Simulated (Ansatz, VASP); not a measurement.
Given: the input of a run of VASP 6.6.1 on La2O3.

Contents of INCAR:

```
PREC = Accurate ; ENCUT = 520
EDIFF = 1E-6 ; ISMEAR = -1
SIGMA = 0.05 ; LREAL = False
LASPH = True ; NELM = 60
ALGO = Normal ; ISIF = 2
LWAVE = False ; LCHARG = True
GGA = PS ; LELF = True
LVHAR = True ; NBANDS = 28
```

KPOINTS

```
regular mesh
0
Gamma
  8 8 5
```

File POSCAR:

```
La2O3
1.0
    3.9307778780      0.0000000000      0.0000000000
   -1.9653889390      3.4041534990      0.0000000000
    0.0000000000      0.0000000000      6.1119535200
La O
2 3
Direct
    0.3394670000      0.6588080000      0.2459800000
    0.6754630000      0.3387370000      0.7552280000
    0.0055620000      0.0024750000     -0.0033560000
    0.3362110000      0.6643290000      0.6501560000
    0.6719440000      0.3266460000      0.3569860000
```

Potentials or basis: VASP PAW PBE potentials, release 64 (La, O).

The run is started by

```console
$ cat potpaw_PBE.64/La/POTCAR potpaw_PBE.64/O/POTCAR > POTCAR
$ mpirun -np 1 vasp_std > vasp.out
```

Translate it to Ansatz 0.2.0. Potentials there: Ansatz PAW.

As run (the cutoff follows the program's own potentials):

The input input.yaml:

```yaml
crystal:
  lattice:
    - [3.930777878, 0.0, 0.0]
    - [-1.965388939, 3.404153499, 0.0]
    - [0.0, 0.0, 6.11195352]
  atoms:
    - { symbol: La, position: [0.339467, 0.658808, 0.24598] }
    - { symbol: La, position: [0.675463, 0.338737, 0.755228] }
    - { symbol: O, position: [0.005562, 0.002475, -0.003356] }
    - { symbol: O, position: [0.336211, 0.664329, 0.650156] }
    - { symbol: O, position: [0.671944, 0.326646, 0.356986] }
hamiltonian:
  xc: pbesol
  pseudopotentials: { kind: paw }
kpoints:
  mp_grid: { grid: [8, 8, 5] }
scf:
  occupations: { method: fermi_dirac, width: 0.05 }
output:
  forces: true
  stress: true
  eigenvalues: true
```

Potentials or basis: Ansatz PAW.

Run with:

```console
$ ansatz run input.yaml --threads 1 --pin off --max-ram 3584MiB --backend cpu --events-out ev --progress --plain --runs-dir out
```

Both were run:

|  | VASP | Ansatz | Ansatz less VASP |
| --- | --- | --- | --- |
| gap on the k mesh at the Fermi level (eV) | 3.80 | 3.77 | -0.023 |
| least direct gap on the mesh (eV) | 3.96 | 3.95 | -0.013 |
| pressure (GPa) | -3.3 | -3.1 | +0.19 |
| traceless stress, the component that is largest in VASP (GPa) | -0.50 | -0.49 | +0.009 |
| rms of the force components (eV/Å) | 0.135 | 0.134 | -0.0015 |

VASP's potentials were made for PBE, not for PBEsol. Atom by atom the forces differ by 0.003 eV/Å (rms over components). With one functional, cell and mesh, what is left measures potentials, basis and numerics.

Spin-orbit coupling is off throughout. Noted on Ansatz's run: odd divisions of the mesh miss points on the zone boundary, where band edges often lie, so the gap on the mesh can be too wide.
